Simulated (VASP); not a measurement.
Here is a VASP 6.6.1 calculation.

INCAR

```
SYSTEM = Ir
PREC = Accurate ; ENCUT = 500
EDIFF = 1E-6 ; ISMEAR = -1
SIGMA = 0.05 ; LREAL = .False.
LASPH = .True. ; NELM = 120
ALGO = Normal ; ISIF = 2
LWAVE = .False. ; LCHARG = .False.
GGA = PS ; NBANDS = 16
GGA_COMPAT = .False.
```

KPOINTS

```
regular mesh
0
Gamma
  11 11 6
  0 0 0
```

POSCAR

```
Ir
1.0
    2.7148686916      0.0000000000      0.0000000000
   -1.3574343458      2.3511452549      0.0000000000
    0.0000000000      0.0000000000      4.4010985782
Ir
2
Direct
    0.3333333333      0.6666666667      0.2500000000
    0.6666666667      0.3333333333      0.7500000000
```

Potentials or basis: VASP PAW PBE potentials, release 64 (Ir).

The run is started by

```sh
$ cat potpaw_PBE.64/Ir/POTCAR > POTCAR
$ mpirun -np 1 vasp_std > vasp.out
```

(1) Predict the band gap on the k mesh.

(2) Estimate the pressure.

## Answers

(1) zero (band 9 reaches 11.49 eV, above the bottom of band 10 at 8.17 eV).

(2) 3.0 GPa.

Caveat: the PAW data sets were made with another functional, which shifts forces and pressure a little; spin-orbit coupling is left out, which moves the levels of the heavy elements.
